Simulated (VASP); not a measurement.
# TiC (Fm-3m) in VASP: notebook

Runs on TiC. Level: PBE. Tasks: vibrations by perturbation theory, elastic constants.

All numbers are computed with VASP 6.6.1; they aren't measurements. Logs are shortened: lines on timing, memory, paths and dates and some standing lists are left out, and cuts for length are marked.

### Step 1. The cell of the first run

The structure is cubic, space group Fm-3m (No. 225). Conventional cell: a = 4.332 Å, b = 4.332 Å, c = 4.332 Å, α = 90.00°, β = 90.00°, γ = 90.00°. Within 2.9 Å of Ti (site symmetry m-3m) lie 6 C at 2.17 Å. C (site symmetry m-3m) has 6 Ti at 2.17 Å within 2.9 Å.

### Step 2. Vibrations by perturbation theory, PBE

File INCAR:

```
SYSTEM = TiC
  PREC = Accurate
  ENCUT = 520
  EDIFF = 1E-8
  ISMEAR = -1
  SIGMA = 0.15
  LREAL = .False.
  LASPH = .True.
  NELM = 60
  ALGO = Normal
  ISIF = 2
  LWAVE = .False.
  LCHARG = .True.
  GGA = PE
  NBANDS = 15
  IBRION = 8
  NSW = 1
```

File KPOINTS:

```
regular mesh
0
Gamma
  12 12 12
  0 0 0
```

File POSCAR:

```
TiC
1.0
    0.0000000000      2.1659000000      2.1659000000
    2.1659000000      0.0000000000      2.1659000000
    2.1659000000      2.1659000000      0.0000000000
Ti C
1 1
Direct
    0.0000000000      0.0000000000      0.0000000000
    0.5000000000      0.5000000000      0.5000000000
```

Potentials or basis: VASP PAW PBE potentials, release 64 (Ti_sv, C).

Started as:

```console
> cat potpaw_PBE.64/Ti_sv/POTCAR potpaw_PBE.64/C/POTCAR > POTCAR
> mpirun -np 1 vasp_std > vasp.out
```

OUTCAR:

```text
SYSTEM = TiC
   PREC = Accurate
   ENCUT = 520
   EDIFF = 1E-8
   ISMEAR = -1
   LREAL = .False.
   LASPH = .True.
   NELM = 60
   ISIF = 2
   GGA = PE
   IBRION = 8
   NSW = 1

 ion  position               nearest neighbor table
   1  0.000  0.000  0.000-   2 2.17   2 2.17   2 2.17   2 2.17   2 2.17   2 2.17
   2  0.500  0.500  0.500-   1 2.17   1 2.17   1 2.17   1 2.17   1 2.17   1 2.17

  LATTYP: Found a face centered cubic cell.
 ALAT       =     4.3318000000

  Lattice vectors:

 A1 = (   0.0000000000,   2.1659000000,   2.1659000000)
 A2 = (   2.1659000000,   0.0000000000,   2.1659000000)
 A3 = (   2.1659000000,   2.1659000000,   0.0000000000)

Analysis of symmetry for initial positions (statically):
=====================================================================
 Subroutine PRICEL returns:
 Original cell was already a primitive cell.

 Routine SETGRP: Setting up the symmetry group for a
 face centered cubic supercell.

 Subroutine GETGRP returns: Found 48 space group operations
 (whereof 48 operations were pure point group operations)
 out of a pool of 48 trial point group operations.

The static configuration has the point symmetry O_h .

Analysis of symmetry for dynamics (positions and initial velocities):
=====================================================================
 Subroutine PRICEL returns:
 Original cell was already a primitive cell.

 Routine SETGRP: Setting up the symmetry group for a
 face centered cubic supercell.

 Subroutine GETGRP returns: Found 48 space group operations
 (whereof 48 operations were pure point group operations)
 out of a pool of 48 trial point group operations.

The dynamic configuration has the point symmetry O_h .

 Subroutine INISYM returns: Found 48 space group operations
 (whereof 48 operations are pure point group operations),
 and found     1 'primitive' translations

[... 592 lines left out ...]
  external PRESSURE =       4.9293723 kB  Pullay stress =       0.0000000 kB

 VOLUME and BASIS-vectors are now :
 -----------------------------------------------------------------------------
  energy-cutoff  :      520.00
  volume of cell :       20.32
      direct lattice vectors                 reciprocal lattice vectors
     0.000000000  2.165900000  2.165900000    -0.230850916  0.230850916  0.230850916
     2.165900000  0.000000000  2.165900000     0.230850916 -0.230850916  0.230850916
     2.165900000  2.165900000  0.000000000     0.230850916  0.230850916 -0.230850916

 POSITION                                       TOTAL-FORCE (eV/Angst)
 -----------------------------------------------------------------------------------
      0.00000      0.00000      0.00000         0.000000      0.000000      0.000000
      2.16590      2.16590      2.16590         0.000000      0.000000     -0.000000
 -----------------------------------------------------------------------------------
    total drift:                                0.000000     -0.000000     -0.000000

  FREE ENERGIE OF THE ION-ELECTRON SYSTEM (eV)
  ---------------------------------------------------
  free  energy   TOTEN  =       -18.7208582577 eV

  energy  without entropy=      -18.6962582173  energy(sigma->0) =      -18.70855824

[... ionic steps 2 to 3 ...]

--------------------------------------- Ionic step        4  -------------------------------------------

------------------------ aborting loop because EDIFF is reached ----------------------------------------

[... ionic steps 5 to 6 ...]

--------------------------------------- Ionic step        7  -------------------------------------------

 Free energy of the ion-electron system (eV)
  ---------------------------------------------------
  ---------------------------------------------------
  free energy    TOTEN  =        -0.11885410 eV

  energy without entropy =       -0.11885410

------------------------ aborting loop because EDIFF is reached ----------------------------------------

 INTERNAL STRAIN TENSOR  FOR ION    2  DIRECTION 1   (eV/Angst):
 -----------------------------------------------------------------------------
    -0.00871 -0.00000  0.00000
     0.00000  0.00212  0.00000
     0.00000  0.00000  0.00212

 INTERNAL STRAIN TENSOR FOR ION    2 for displacements in x,y,z  (eV/Angst):
          X           Y           Z          XY          YZ          ZX
  --------------------------------------------------------------------------------
  x     0.00000     0.00000     0.00000     0.00000     0.00000     0.00000
  y     0.00000     0.00000     0.00000     0.00000     0.00000     0.00000
  z     0.00000     0.00000     0.00000     0.00000     0.00000     0.00000

 SECOND DERIVATIVES (NOT SYMMETRIZED)
 ------------------------------------
               1X          1Y          1Z          2X          2Y          2Z
  1X    -9.396108    0.000000    0.000000    9.396108    0.000000    0.000000
  1Y     0.000000   -9.396108    0.000000    0.000000    9.396108    0.000000
  1Z     0.000000    0.000000   -9.396108    0.000000    0.000000    9.396108
  2X     9.382857    0.000000    0.000000   -9.382857    0.000000    0.000000
  2Y     0.000000    9.382857    0.000000    0.000000   -9.382857    0.000000
  2Z     0.000000    0.000000    9.382857    0.000000    0.000000   -9.382857

 Eigenvectors and eigenvalues of the dynamical matrix
 ----------------------------------------------------

   1 f  =   15.455886 THz    97.112196 2PiTHz  515.552864 cm-1    63.920380 meV
             X         Y         Z           dx          dy          dz
      0.000000  0.000000  0.000000     0.000000    0.000000   -0.448078
      2.165900  2.165900  2.165900     0.000000    0.000000    0.893994
[... 21 lines left out ...]
   6 f/i=    0.004369 THz     0.027450 2PiTHz    0.145726 cm-1     0.018068 meV
             X         Y         Z           dx          dy          dz
      0.000000  0.000000  0.000000     0.425594    0.748486   -0.240549
      2.165900  2.165900  2.165900     0.213312    0.375148   -0.120565

--------------------------------------------------------------------------------------------------------

 ELASTIC MODULI CONTR FROM IONIC RELAXATION (kBar)
 Direction    XX          YY          ZZ          XY          YZ          ZX
 --------------------------------------------------------------------------------
 XX           0.0000      0.0000      0.0000      0.0000      0.0000      0.0000
 YY           0.0000      0.0000      0.0000      0.0000      0.0000      0.0000
 ZZ           0.0000      0.0000      0.0000      0.0000      0.0000      0.0000
 XY           0.0000      0.0000      0.0000      0.0000      0.0000      0.0000
 YZ           0.0000      0.0000      0.0000      0.0000      0.0000      0.0000
 ZX           0.0000      0.0000      0.0000      0.0000      0.0000      0.0000
 --------------------------------------------------------------------------------
```

Wall time 2.2 min (1 thread of AMD EPYC 9R45 (Zen 5), shared host); peak memory 0.22 GiB.

What came out:

```yaml
Highest_phonon_frequency_at_Γ: 516 cm⁻¹
```

Phonon frequencies in cm⁻¹ (negative: imaginary):
| q point | frequencies |
| --- | --- |
| (0.000, 0.000, 0.000) | 0 0 0 516 516 516 |

### Step 3. Elastic constants, PBE

File INCAR:

```
SYSTEM = TiC
  PREC = Accurate
  ENCUT = 600
  EDIFF = 1E-8
  ISMEAR = -1
  SIGMA = 0.15
  LREAL = .False.
  LASPH = .True.
  NELM = 60
  ALGO = Normal
  ISIF = 3
  LWAVE = .False.
  LCHARG = .False.
  GGA = PE
  IBRION = 6
  NFREE = 2
  POTIM = 0.015
  NSW = 1
```

KPOINTS is that of step 2.

POSCAR is that of step 2.

Potentials or basis: VASP PAW PBE potentials, release 64 (Ti_sv, C).

Started as:

```console
> cat potpaw_PBE.64/Ti_sv/POTCAR potpaw_PBE.64/C/POTCAR > POTCAR
> mpirun -np 1 vasp_std > vasp.out
```

Run time: 8 min. Hardware: 1 thread of AMD EPYC 9R45 (Zen 5), shared host; peak memory 0.34 GiB.

It converged, with:

```yaml
Elastic_constants_C11_C12_C44: 513, 118, 170 GPa
Voigt_bulk_modulus: 250 GPa
Highest_phonon_frequency_at_Γ: 515 cm⁻¹
```

Phonon frequencies in cm⁻¹ (negative: imaginary):
| q point | frequencies |
| --- | --- |
| (0.000, 0.000, 0.000) | 0 0 0 515 515 515 |

Elastic tensor in Voigt notation (GPa, in the Cartesian axes of the cell as first typed):
```
513 118 118   0   0   0
118 513 118   0   0   0
118 118 513   0   0   0
  0   0   0 170   0   0
  0   0   0   0 170   0
  0   0   0   0   0 170
```

Clamped-ion elastic tensor (GPa):
```
513 118 118   0   0   0
118 513 118   0   0   0
118 118 513   0   0   0
  0   0   0 170   0   0
  0   0   0   0 170   0
  0   0   0   0   0 170
```

### Step 4. Vibrations by perturbation theory, PBE

This run uses another cell than the first one, of 10.67 Å³/atom.

File INCAR:

```
SYSTEM = TiC
PREC = Accurate ; ENCUT = 520
EDIFF = 1E-8 ; ISMEAR = -1
SIGMA = 0.15 ; LREAL = .FALSE.
LASPH = .TRUE. ; NELM = 100
ALGO = Normal ; ISIF = 2
LWAVE = .FALSE. ; LCHARG = .FALSE.
GGA = PE ; NBANDS = 15
IBRION = 8 ; NSW = 1
```

File KPOINTS:

```
regular mesh
0
G
  16 16 16
  0 0 0
```

File POSCAR:

```
TiC
1.0
    0.0000000000      2.2014000000      2.2014000000
    2.2014000000      0.0000000000      2.2014000000
    2.2014000000      2.2014000000      0.0000000000
Ti C
1 1
Direct
    0.0000000000      0.0000000000      0.0000000000
    0.5000000000      0.5000000000      0.5000000000
```

Potentials or basis: VASP PAW PBE potentials, release 64 (Ti_sv, C).

Started as:

```console
> cat potpaw_PBE.64/Ti_sv/POTCAR potpaw_PBE.64/C/POTCAR > POTCAR
> mpirun -np 1 vasp_std > vasp.out
```

OUTCAR:

```text
SYSTEM = TiC
   PREC = Accurate
   ENCUT = 520
   EDIFF = 1E-8
   ISMEAR = -1
   LREAL = .FALSE.
   LASPH = .TRUE.
   NELM = 100
   ISIF = 2
   GGA = PE
   IBRION = 8
   NSW = 1

 ion  position               nearest neighbor table
   1  0.000  0.000  0.000-   2 2.20   2 2.20   2 2.20   2 2.20   2 2.20   2 2.20
   2  0.500  0.500  0.500-   1 2.20   1 2.20   1 2.20   1 2.20   1 2.20   1 2.20

  LATTYP: Found a face centered cubic cell.
 ALAT       =     4.4028000000

  Lattice vectors:
[... 687 lines left out ...]
               1X          1Y          1Z          2X          2Y          2Z
  1X    -7.732040    0.000000    0.000000    7.732040    0.000000    0.000000
  1Y     0.000000   -7.732040    0.000000    0.000000    7.732040    0.000000
  1Z     0.000000    0.000000   -7.732040    0.000000    0.000000    7.732040
  2X     7.733861    0.000000    0.000000   -7.733861    0.000000    0.000000
  2Y     0.000000    7.733861    0.000000    0.000000   -7.733861    0.000000
  2Z     0.000000    0.000000    7.733861    0.000000    0.000000   -7.733861

 Eigenvectors and eigenvalues of the dynamical matrix
 ----------------------------------------------------

   1 f  =   14.029842 THz    88.152096 2PiTHz  467.985149 cm-1    58.022737 meV
             X         Y         Z           dx          dy          dz
      0.000000  0.000000  0.000000    -0.447783    0.000000    0.000000
      2.201400  2.201400  2.201400     0.894142    0.000000    0.000000
[... 21 lines left out ...]
   6 f/i=    0.000661 THz     0.004154 2PiTHz    0.022051 cm-1     0.002734 meV
             X         Y         Z           dx          dy          dz
      0.000000  0.000000  0.000000     0.000000    0.000000    0.894142
      2.201400  2.201400  2.201400     0.000000    0.000000    0.447783

--------------------------------------------------------------------------------------------------------

 ELASTIC MODULI CONTR FROM IONIC RELAXATION (kBar)
 Direction    XX          YY          ZZ          XY          YZ          ZX
 --------------------------------------------------------------------------------
 XX           0.0000      0.0000      0.0000      0.0000      0.0000      0.0000
 YY           0.0000      0.0000      0.0000      0.0000      0.0000      0.0000
 ZZ           0.0000      0.0000      0.0000      0.0000      0.0000      0.0000
 XY           0.0000      0.0000      0.0000      0.0000      0.0000      0.0000
 YZ           0.0000      0.0000      0.0000      0.0000      0.0000      0.0000
 ZX           0.0000      0.0000      0.0000      0.0000      0.0000      0.0000
 --------------------------------------------------------------------------------
```

Run time: 8.5 min. Hardware: 1 thread of Intel Xeon 8259CL, shared host; peak memory 0.39 GiB.

Results:

```
Highest phonon frequency at Γ : 468 cm⁻¹
```

Phonon frequencies in cm⁻¹ (negative: imaginary):
```
              q point        frequencies
(0.000, 0.000, 0.000)  0 0 0 468 468 468
```

Caveat: the cell stands under pressure or tension, which shifts response properties.

### Step 5. Vibrations by perturbation theory, PBE

This run uses another cell than the first one, of 8.98 Å³/atom.

File INCAR:

```
SYSTEM = TiC
PREC = Accurate
ENCUT = 520
EDIFF = 1E-8
ISMEAR = -1
SIGMA = 0.15
LREAL = .FALSE.
LASPH = .TRUE.
NELM = 80
ALGO = Normal
ISIF = 2
LWAVE = .FALSE.
LCHARG = .FALSE.
GGA = PE
IBRION = 8
NSW = 1
```

File KPOINTS:

```
Automatic mesh
0
G
  18 18 18
  0 0 0
```

File POSCAR:

```
TiC
1.0
    0.0000000000      2.0787000000      2.0787000000
    2.0787000000      0.0000000000      2.0787000000
    2.0787000000      2.0787000000      0.0000000000
Ti C
1 1
Direct
    0.0000000000      0.0000000000      0.0000000000
    0.5000000000      0.5000000000      0.5000000000
```

Potentials or basis: VASP PAW PBE potentials, release 64 (Ti_sv, C).

Started as:

```console
> cat potpaw_PBE.64/Ti_sv/POTCAR potpaw_PBE.64/C/POTCAR > POTCAR
> mpirun -np 1 vasp_std > vasp.out
```

OUTCAR:

```text
SYSTEM = TiC
   PREC = Accurate
   ENCUT = 520
   EDIFF = 1E-8
   ISMEAR = -1
   LREAL = .FALSE.
   LASPH = .TRUE.
   NELM = 80
   ISIF = 2
   GGA = PE
   IBRION = 8
   NSW = 1

 ion  position               nearest neighbor table
   1  0.000  0.000  0.000-   2 2.08   2 2.08   2 2.08   2 2.08   2 2.08   2 2.08
   2  0.500  0.500  0.500-   1 2.08   1 2.08   1 2.08   1 2.08   1 2.08   1 2.08

  LATTYP: Found a face centered cubic cell.
 ALAT       =     4.1574000000

  Lattice vectors:
[... 616 lines left out ...]
               1X          1Y          1Z          2X          2Y          2Z
  1X   -14.437937    0.000000    0.000000   14.437937    0.000000    0.000000
  1Y     0.000000  -14.437937    0.000000    0.000000   14.437937    0.000000
  1Z     0.000000    0.000000  -14.437937    0.000000    0.000000   14.437937
  2X    14.406783    0.000000    0.000000  -14.406783    0.000000    0.000000
  2Y     0.000000   14.406783    0.000000    0.000000  -14.406783    0.000000
  2Z     0.000000    0.000000   14.406783    0.000000    0.000000  -14.406783

 Eigenvectors and eigenvalues of the dynamical matrix
 ----------------------------------------------------

   1 f  =   19.153253 THz   120.343441 2PiTHz  638.883766 cm-1    79.211456 meV
             X         Y         Z           dx          dy          dz
      0.000000  0.000000  0.000000     0.171754   -0.413999   -0.000000
      2.078700  2.078700  2.078700    -0.342552    0.825690   -0.000000
[... 21 lines left out ...]
   6 f/i=    0.008288 THz     0.052077 2PiTHz    0.276470 cm-1     0.034278 meV
             X         Y         Z           dx          dy          dz
      0.000000  0.000000  0.000000     0.893927   -0.000678   -0.000671
      2.078700  2.078700  2.078700     0.448212   -0.000340   -0.000337

--------------------------------------------------------------------------------------------------------

 ELASTIC MODULI CONTR FROM IONIC RELAXATION (kBar)
 Direction    XX          YY          ZZ          XY          YZ          ZX
 --------------------------------------------------------------------------------
 XX           0.0000      0.0000      0.0000      0.0000      0.0000      0.0000
 YY           0.0000      0.0000      0.0000      0.0000      0.0000      0.0000
 ZZ           0.0000      0.0000      0.0000      0.0000      0.0000      0.0000
 XY           0.0000      0.0000      0.0000      0.0000      0.0000      0.0000
 YZ           0.0000      0.0000      0.0000      0.0000      0.0000      0.0000
 ZX           0.0000      0.0000      0.0000      0.0000      0.0000      0.0000
 --------------------------------------------------------------------------------
```

OSZICAR:

```text
N       E                     dE             d eps       ncg     rms          rms(c)
DAV:   1     0.119328702823E+03    0.11933E+03   -0.85984E+03  4688   0.164E+03
DAV:   2    -0.141931575103E+02   -0.13352E+03   -0.12702E+03  4868   0.385E+02
DAV:   3    -0.232384692118E+02   -0.90453E+01   -0.87175E+01  6008   0.964E+01
DAV:   4    -0.236860107688E+02   -0.44754E+00   -0.44677E+00  6068   0.203E+01
[... 54 lines left out ...]
RMM:  16    -0.121074194924E+00   -0.24679E-08   -0.28837E-07 28205   0.712E-05    0.278E-06
RMM:  17    -0.121074201197E+00   -0.62729E-08   -0.12474E-07 27119   0.445E-05    0.193E-06
RMM:  18    -0.121074206271E+00   -0.50735E-08   -0.10570E-07 26986   0.311E-05    0.420E-07
RMM:  19    -0.121074206684E+00   -0.41367E-09   -0.32986E-08 24016   0.222E-05    0.153E-07
 Linear response finished
```

Wall time 6.4 min (1 thread of Intel Xeon 8259CL, shared host); peak memory 0.37 GiB.

What came out:

| Quantity | Value |
| --- | --- |
| Highest phonon frequency at Γ | 639 cm⁻¹ |

Phonon frequencies in cm⁻¹ (negative: imaginary):
| q point | frequencies |
| --- | --- |
| (0.000, 0.000, 0.000) | 0 0 0 639 639 639 |

Caveat: the cell stands under pressure or tension, which shifts response properties.
